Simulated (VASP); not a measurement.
Crystal: GaB.

```xyz
2
Lattice="2.7182 0.0000 0.0000 0.0000 2.7182 0.0000 0.0000 0.0000 3.2362" Properties=species:S:1:pos:R:3 pbc="T T T"
Ga    1.3591    1.3591    1.6181
B     0.0000    0.0000    0.0000
```

- Program: VASP 6.6.1
- Task: relaxation of cell and atoms
- Functional: HSE06
- Potentials or basis: VASP PAW PBE potentials, release 64 (Ga_d, B)
- Cutoff: 600 eV
- k mesh: 5 × 5 × 4
- Occupations: fermi-dirac, width 0.05 eV
- Spin: no spin polarisation

At the start: pressure -3.8 GPa; volume 11.96 Å³/atom.

Problem. How do energy, volume and symmetry change on relaxing?

Solution. Over 6 steps the energy falls by 6.0 meV/atom and the volume is 11.54 Å³/atom (-3.5 %); space group P4/mmm (No. 123, to 0.1 Å) before and after.

The path:
```csv
step,energy change (eV),largest force (eV/Å),pressure (GPa),volume (Å³)
1,0.0000,0.0000,-3.81,23.91
2,-0.0117,0.0000,0.86,22.94
3,-0.0121,0.0000,-0.10,23.08
4,-0.0121,0.0000,0.18,23.06
5,-0.0121,0.0000,-0.21,23.10
6,-0.0121,0.0000,0.12,23.08
```

Final structure:
```yaml
crystal:
  lattice:
    - [2.69462, 0.00000, 0.00000]
    - [0.00000, 2.69462, 0.00000]
    - [0.00000, 0.00000, 3.17873]
  atoms:
    - { symbol: Ga, position: [0.50000, 0.50000, 0.50000] }
    - { symbol: B, position: [0.00000, 0.00000, 0.00000] }
```

Caveat: the k points lie up to 0.49 Å⁻¹ apart in the final cell, too coarse for converged energies and pressures of a metal; the PAW data sets were made with another functional, which shifts forces and pressure a little.
